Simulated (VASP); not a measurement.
# Fe (P6_3/mmc) in VASP: a series of runs

Aim: see how the results for Fe move with the level of theory and the settings. Levels: PBE, PBEsol+D4, b88 exchange, pbe correlation. Tasks: single point.

Everything below comes from runs of VASP 6.6.1. Logs are shortened: lines on timing, memory, paths and dates and some standing lists are left out, and cuts for length are marked.

**1. The cell of the first run**

Symmetry: P6_3/mmc, No. 194, hexagonal system. Conventional cell: a = 2.434 Å, b = 2.434 Å, c = 3.842 Å, α = 90.00°, β = 90.00°, γ = 120.00°. Within 3.1 Å of Fe (site symmetry -6m2) lie 12 Fe at 2.38 to 2.43 Å.

This isn't the form of Fe at room conditions, which is bcc.

**2. Single point, PBE, collinear spin, ferromagnetic start**

File INCAR:

```
SYSTEM = Fe
  PREC = Accurate
  ENCUT = 520
  EDIFF = 1E-7
  ISMEAR = 0
  SIGMA = 0.017
  LREAL = .False.
  LASPH = .True.
  NELM = 150
  ALGO = Normal
  ISIF = 2
  LWAVE = .False.
  LCHARG = .False.
  ISPIN = 2
  MAGMOM = 3 3
  LORBIT = 11
  LMAXMIX = 4
  GGA = PE
  NBANDS = 19
```

File KPOINTS:

```
Automatic mesh
0
Gamma
  12 12 7
  0 0 0
```

File POSCAR:

```
Fe
1.0
    2.4341575853      0.0000000000      0.0000000000
   -1.2170787927      2.1080423057      0.0000000000
    0.0000000000      0.0000000000      3.8419344700
Fe
2
Direct
    0.6666666667      0.3333333333      0.7500000000
    0.3333333333      0.6666666667      0.2500000000
```

Potentials or basis: VASP PAW PBE potentials, release 64 (Fe).

The run is started by

```bash
$ cat potpaw_PBE.64/Fe/POTCAR > POTCAR
$ mpirun -np 1 vasp_std > vasp.out
```

OUTCAR:

```text
SYSTEM = Fe
   PREC = Accurate
   ENCUT = 520
   EDIFF = 1E-7
   ISMEAR = 0
   LREAL = .False.
   LASPH = .True.
   NELM = 150
   ISIF = 2
   ISPIN = 2
   LORBIT = 11
   GGA = PE

 ion  position               nearest neighbor table
   1  0.667  0.333  0.750-   2 2.38   2 2.38   2 2.38   2 2.38   2 2.38   2 2.38
   2  0.333  0.667  0.250-   1 2.38   1 2.38   1 2.38   1 2.38   1 2.38   1 2.38

  LATTYP: Found a hexagonal cell.
 ALAT       =     2.4341575853
 C/A-ratio  =     1.5783425417

  Lattice vectors:

 A1 = (   2.4341575853,   0.0000000000,   0.0000000000)
 A2 = (  -1.2170787927,   2.1080423057,   0.0000000000)
 A3 = (   0.0000000000,   0.0000000000,   3.8419344700)

Analysis of symmetry for initial positions (statically):
=====================================================================
 Subroutine PRICEL returns:
 Original cell was already a primitive cell.

 Routine SETGRP: Setting up the symmetry group for a
 hexagonal supercell.

 Subroutine GETGRP returns: Found 24 space group operations
 (whereof 12 operations were pure point group operations)
 out of a pool of 24 trial point group operations.

The static configuration has the point symmetry D_3d.
 The point group associated with its full space group is D_6h.

Analysis of symmetry for dynamics (positions and initial velocities):
=====================================================================
 Subroutine PRICEL returns:
 Original cell was already a primitive cell.

 Routine SETGRP: Setting up the symmetry group for a
 hexagonal supercell.

 Subroutine GETGRP returns: Found 24 space group operations
 (whereof 12 operations were pure point group operations)
 out of a pool of 24 trial point group operations.

The dynamic configuration has the point symmetry D_3d.
 The point group associated with its full space group is D_6h.

Analysis of structural, dynamic, and magnetic symmetry:
=====================================================================
 Subroutine PRICEL returns:
 Original cell was already a primitive cell.

 Routine SETGRP: Setting up the symmetry group for a
 hexagonal supercell.

 Subroutine GETGRP returns: Found 24 space group operations
 (whereof 12 operations were pure point group operations)
 out of a pool of 24 trial point group operations.

The overall configuration has the point symmetry D_3d.
 The point group associated with its full space group is D_6h.

 Subroutine INISYM returns: Found 24 space group operations
 (whereof 12 operations are pure point group operations),
 and found     1 'primitive' translations

----------------------------------------------------------------------------------------

                                     Primitive cell

  volume of cell :      19.7141

  direct lattice vectors                    reciprocal lattice vectors
     2.434157585  0.000000000  0.000000000     0.410819746  0.237186891  0.000000000
    -1.217078793  2.108042306  0.000000000     0.000000000  0.474373781  0.000000000
     0.000000000  0.000000000  3.841934470     0.000000000  0.000000000  0.260285543

  length of vectors
     2.434157585  2.434157585  3.841934470     0.474373781  0.474373781  0.260285543

  position of ions in fractional coordinates (direct lattice)
     0.666666667  0.333333333  0.750000000
     0.333333333  0.666666667  0.250000000

  ion indices of the primitive-cell ions
   primitive index   ion index
                 1           1
                 2           2

----------------------------------------------------------------------------------------

 KPOINTS: Automatic mesh

Automatic generation of k-mesh.
 Grid dimensions read from file:
 generate k-points for:   12   12    7

 Generating k-lattice:

  Cartesian coordinates                     Fractional coordinates (reciprocal lattice)
     0.034234979  0.019765574  0.000000000     0.083333333 -0.000000000  0.000000000
     0.000000000  0.039531148  0.000000000     0.000000000  0.083333333  0.000000000
     0.000000000  0.000000000  0.037183649     0.000000000  0.000000000  0.142857143

  Length of vectors
     0.039531148  0.039531148  0.037183649

  Shift w.r.t. Gamma in fractional coordinates (k-lattice)
     0.000000000  0.000000000  0.000000000

 Subroutine IBZKPT returns following result:
 ===========================================

 Found     76 irreducible k-points:

 Following reciprocal coordinates:
            Coordinates               Weight
  0.000000  0.000000  0.000000      1.000000
  0.083333  0.000000  0.000000      6.000000
  0.166667  0.000000  0.000000      6.000000
  0.250000  0.000000  0.000000      6.000000
  0.333333  0.000000  0.000000      6.000000
  0.416667  0.000000  0.000000      6.000000
[... 16 lines left out ...]
  0.250000  0.000000  0.142857     12.000000
  0.333333  0.000000  0.142857     12.000000
 [... further k-points ...]
   k-points           NKPTS =     76   k-points in BZ     NKDIM =     76   number of bands    NBANDS=     19
   number of dos      NEDOS =    301   number of ions     NIONS =      2
   total plane-waves  NPLWV =   9720
   dimension x,y,z NGX =    18 NGY =   18 NGZ =   30
   dimension x,y,z NGXF=    36 NGYF=   36 NGZF=   60
   ions per type =               2
   NGX,Y,Z   is equivalent  to a cutoff of  12.29, 12.29, 12.98 a.u.
   NGXF,Y,Z  is equivalent  to a cutoff of  24.59, 24.59, 25.96 a.u.
 SYSTEM =  Fe
   PREC   = accura    normal or accurate (medium, high low for compatibility)
   ISTART =      0    job   : 0-new  1-cont  2-samecut
   ICHARG =      2    charge: 1-file 2-atom 10-const
   ISPIN  =      2    spin polarized calculation?
   LNONCOLLINEAR =      F non collinear calculations
   LSORBIT =      F    spin-orbit coupling
   LASPH  =      T    aspherical Exc in radial PAW
   ENCUT  =  520.0 eV  38.22 Ry    6.18 a.u.   4.53  4.53  7.14*2*pi/ulx,y,z
   NELM   =    150;   NELMIN=  2; NELMDL= -5     # of ELM steps
   EDIFF  = 0.1E-06   stopping-criterion for ELM
   LREAL  =      F    real-space projection
   EDIFFG = 0.1E-05   stopping-criterion for IOM
   NSW    =      0    number of steps for IOM
   IBRION =     -1    ionic relax: 0-MD 1-quasi-New 2-CG
   NFREE  =      0    steps in history (QN), initial steepest desc. (CG)
   ISIF   =      2    stress and relaxation
   ISYM   =      2    0-nonsym 1-usesym 2-fastsym
   POTIM  = 0.5000    time-step for ionic-motion
   TEBEG  =    0.0;   TEEND  =   0.0 temperature during run
   PSTRESS=    0.0 pullay stress
   NELECT =      16.0000    total number of electrons
   NUPDOWN=      -1.0000    fix difference up-down
   EMIN   =  10.00;   EMAX   =-10.00  energy-range for DOS
   EFERMI =   0.00;   METHOD = LEGACY
   ISMEAR =     0;   SIGMA  =   0.02  broadening in eV -4-tet -1-fermi 0-gaus
   EFERMI_NEDOS =   21; number of points for ismear=-14 and -15
   IALGO  =     38    algorithm
   IMIX   =      4    mixing-type and parameters
     AMIX     =   0.40;   BMIX     =  1.00
     AMIX_MAG =   1.60;   BMIX_MAG =  1.00
  volume/ion in A,a.u.               =       9.86        66.52
  Fermi-wavevector in a.u.,A,eV,Ry     =   1.527058  2.885721 31.727505  2.331906
  Thomas-Fermi vector in A             =   2.635006
   LORBIT       =     11    0 simple, 1 ext, 2 COOP (PROOUT), +10 PAW based schemes
   GGA     = PE    functional components
   LHFCALC =     F    Hartree Fock is set to
   AEXX    =    0.0000 exact exchange contribution
   IVDW    =     0    specifies the selected vdW correction
   LEPSILON=     F    determine dielectric tensor
   LRPA    =     F    only Hartree local field effects (RPA)
 spin polarized calculation
 Gauss-broadening in eV      SIGMA  =   0.02
  energy-cutoff  :      520.00
  volume of cell :       19.71
 maximum number of plane-waves:       549
   NGX =  9   NGY =  9   NGZ = 15

 number of electron      16.0000009 magnetization       0.0540078

 Free energy of the ion-electron system (eV)
  ---------------------------------------------------
  ext. energy  EPLUGINS =         0.00000000
  ---------------------------------------------------
  free energy    TOTEN  =       -16.29132929 eV

  energy without entropy =      -16.29081294  energy(sigma->0) =      -16.29107111

 E-fermi :   7.3359     XC(G=0): -13.9865

 val. band max:        7.3356558864   @ k =   0.3333   0.2500   0.2857
 cond. band min:       7.3514858605   @ k =   0.4167   0.0833   0.4286
 fundamental gap:      0.0158299740
 Fermi energy:         7.3358700121

 spin component 1

 k-point     1 :       0.0000    0.0000    0.0000
  band No.  band energies     occupation
      1      -1.8200      1.00000
      2       2.1562      1.00000
      3       5.5477      1.00000
      4       5.5477      1.00000
      5       5.7037      1.00000
      6       6.0403      1.00000
[... 11 lines left out ...]
     18      34.1730      0.00000
     19      34.9526      0.00000
[... 485 lines left out ...]
 k-point    24 :       0.3333    0.0000    0.1429
  band No.  band energies     occupation
      1       1.6002      1.00000
      2       3.0601      1.00000
      3       3.5428      1.00000
      4       4.4818      1.00000
      5       5.5623      1.00000
      6       5.6345      1.00000
[... 11 lines left out ...]
     18      31.5840      0.00000
     19      33.2735      0.00000

 [... further k-points ...]

 spin component 2

 k-point     1 :       0.0000    0.0000    0.0000
  band No.  band energies     occupation
      1      -1.8152      1.00000
      2       2.1672      1.00000
      3       5.5720      1.00000
      4       5.5720      1.00000
      5       5.7198      1.00000
      6       6.0656      1.00000
[... 11 lines left out ...]
     18      34.1741      0.00000
     19      34.9616      0.00000
[... 485 lines left out ...]
 k-point    24 :       0.3333    0.0000    0.1429
  band No.  band energies     occupation
      1       1.6090      1.00000
      2       3.0773      1.00000
      3       3.5637      1.00000
      4       4.5009      1.00000
      5       5.5938      1.00000
      6       5.6529      1.00000
[... 11 lines left out ...]
     18      31.5869      0.00000
     19      33.2838      0.00000

 [... further k-points ...]

------------------------ aborting loop because EDIFF is reached ----------------------------------------

  FORCE on cell =-STRESS in cart. coord.  units (eV):
  Direction    XX          YY          ZZ          XY          YZ          ZX
  --------------------------------------------------------------------------------------
  -------------------------------------------------------------------------------------
  Total        1.1030380      1.1030380      1.3880754     -0.0000000      0.0000000      0.0000000
  in kB       89.6443819     89.6443819    112.8095031     -0.0000000      0.0000000      0.0000000
  external PRESSURE =      97.3660890 kB  Pullay stress =       0.0000000 kB

 VOLUME and BASIS-vectors are now :
 -----------------------------------------------------------------------------
  energy-cutoff  :      520.00
  volume of cell :       19.71
      direct lattice vectors                 reciprocal lattice vectors
     2.434157585  0.000000000  0.000000000     0.410819746  0.237186891  0.000000000
    -1.217078793  2.108042306  0.000000000     0.000000000  0.474373781  0.000000000
     0.000000000  0.000000000  3.841934470     0.000000000  0.000000000  0.260285543

 POSITION                                       TOTAL-FORCE (eV/Angst)
 -----------------------------------------------------------------------------------
      1.21708      0.70268      2.88145         0.000000      0.000000      0.000000
     -0.00000      1.40536      0.96048        -0.000000     -0.000000      0.000000
 -----------------------------------------------------------------------------------
    total drift:                                0.000000     -0.000000     -0.000000

  FREE ENERGIE OF THE ION-ELECTRON SYSTEM (eV)
  ---------------------------------------------------
  free  energy   TOTEN  =       -16.2913292854 eV

  energy  without entropy=      -16.2908129412  energy(sigma->0) =      -16.29107111

 total charge

# of ion       s       p       d       tot
------------------------------------------
    1        0.553   0.670   6.376   7.599
    2        0.553   0.670   6.376   7.599
--------------------------------------------------
tot          1.106   1.340  12.753  15.199

 magnetization (x)

# of ion       s       p       d       tot
------------------------------------------
    1       -0.000   0.000   0.026   0.026
    2       -0.000   0.000   0.026   0.026
--------------------------------------------------
tot         -0.001   0.001   0.052   0.053
```

Wall time 98 s (1 thread of Intel Xeon 8259CL, shared host); peak memory 0.16 GiB.

What came out:

| Item | Value |
| --- | --- |
| Free energy | -16.2913 eV |
| Pressure | 9.7 GPa |
| Net moment | 0.05 μB per cell |
| Site moments | Fe +0.03 μB |
| Valence electrons inside the program's atomic spheres | Fe 7.60 |

Levels at points of the mesh, in eV from the Fermi level:
Spin up:
```csv
k point,band 6,band 7,band 8,band 9,band 10,band 11
"(0.00, 0.00, 0.00)",-1.30,-1.30,-0.95,-0.95,0.53,0.69
"(0.50, 0.00, 0.00)",-1.64,-1.15,0.80,1.04,1.08,2.74
```
Spin down:
| k point | band 5 | band 6 | band 7 | band 8 | band 9 | band 10 | band 11 | band 12 |
| --- | --- | --- | --- | --- | --- | --- | --- | --- |
| (0.00, 0.00, 0.00) | -1.62 | -1.27 | -1.27 | -0.92 | -0.92 | 0.54 | 0.72 | 0.72 |
| (0.50, 0.00, 0.00) | -2.08 | -1.61 | -1.14 | 0.82 | 1.06 | 1.11 | 2.76 | 4.98 |

Caveat: the cell stands under pressure.

**3. Single point, PBEsol+D4, collinear spin, ferromagnetic start**

This run uses another cell than the first one, of 9.46 Å³/atom.

File INCAR:

```
  PREC = Accurate
  ENCUT = 600
  EDIFF = 1E-6
  ISMEAR = -1
  SIGMA = 0.05
  LREAL = F
  LASPH = T
  NELM = 200
  ALGO = Normal
  ISIF = 2
  LWAVE = F
  LCHARG = T
  ISPIN = 2
  MAGMOM = 3 3
  LORBIT = 11
  LMAXMIX = 4
  GGA = PS
  IVDW = 13
  LELF = T
  LVHAR = T
  NBANDS = 27
  GGA_COMPAT = F
```

File KPOINTS:

```
regular mesh
0
Gamma
  12 12 7
```

File POSCAR:

```
Fe
1.0
    2.4012595311      0.0000000000      0.0000000000
   -1.2006297656      2.0795517550      0.0000000000
    0.0000000000      0.0000000000      3.7900100715
Fe
2
Direct
    0.6666666667      0.3333333333      0.7500000000
    0.3333333333      0.6666666667      0.2500000000
```

Potentials or basis: VASP PAW PBE potentials, release 64 (Fe_sv).

The run is started by

```bash
$ cat potpaw_PBE.64/Fe_sv/POTCAR > POTCAR
$ mpirun -np 1 vasp_std > vasp.out
```

OUTCAR:

```text
PREC = Accurate
   ENCUT = 600
   EDIFF = 1E-6
   ISMEAR = -1
   LREAL = F
   LASPH = T
   NELM = 200
   ISIF = 2
   ISPIN = 2
   LORBIT = 11
   GGA = PS
   IVDW = 13

 ion  position               nearest neighbor table
   1  0.667  0.333  0.750-   2 2.35   2 2.35   2 2.35   2 2.35   2 2.35   2 2.35
   2  0.333  0.667  0.250-   1 2.35   1 2.35   1 2.35   1 2.35   1 2.35   1 2.35

  LATTYP: Found a hexagonal cell.
 ALAT       =     2.4012595311
 C/A-ratio  =     1.5783425417

[... 1665 lines left out ...]
  in kB      37.43459    37.43459    62.42310    -0.00000     0.00000    -0.00000
  external pressure =       45.76 kB  Pullay stress =        0.00 kB

 VOLUME and BASIS-vectors are now :
 -----------------------------------------------------------------------------
  energy-cutoff  :      600.00
  volume of cell :       18.93
      direct lattice vectors                 reciprocal lattice vectors
     2.401259531  0.000000000  0.000000000     0.416448113  0.240436430  0.000000000
    -1.200629766  2.079551755  0.000000000     0.000000000  0.480872860  0.000000000
     0.000000000  0.000000000  3.790010071     0.000000000  0.000000000  0.263851542

 POSITION                                       TOTAL-FORCE (eV/Angst)
 -----------------------------------------------------------------------------------
      1.20063      0.69318      2.84251        -0.000000      0.000000      0.000000
     -0.00000      1.38637      0.94750         0.000000      0.000000      0.000000
 -----------------------------------------------------------------------------------
    total drift:                               -0.000000      0.000000     -0.000000

  FREE ENERGIE OF THE ION-ELECTRON SYSTEM (eV)
  ---------------------------------------------------
  free  energy   TOTEN  =       -18.5959542106 eV

  energy  without entropy=      -18.5775047570  energy(sigma->0) =      -18.58672948

 total charge

# of ion       s       p       d       tot
------------------------------------------
    1        2.222   6.069   5.565  13.856
    2        2.222   6.069   5.565  13.856
--------------------------------------------------
tot          4.445  12.138  11.130  27.713

 magnetization (x)

# of ion       s       p       d       tot
------------------------------------------
    1       -0.000   0.000   0.000   0.000
    2       -0.000   0.000   0.000   0.000
--------------------------------------------------
tot         -0.000   0.000   0.000   0.000
```

Wall time 80 s (1 thread of Intel Xeon Platinum 8488C (Sapphire Rapids), shared host); peak memory 0.18 GiB.

What came out:

```
Free energy                                           : -18.5960 eV
Pressure                                              : 4.6 GPa
Band gap on the k mesh                                : zero (filled and empty bands overlap)
Net moment                                            : 0.00 μB per cell
Valence electrons inside the program's atomic spheres : Fe 13.86
Dispersion energy per atom                            : -0.240 eV
```

Stress tensor (GPa, compression positive):
```
3.74 0.00 0.00
0.00 3.74 0.00
0.00 0.00 6.24
```

Caveat: the cell stands under pressure; the PAW data sets were made with another functional, which shifts forces and pressure a little.

(Continued in part 2 of 2.)
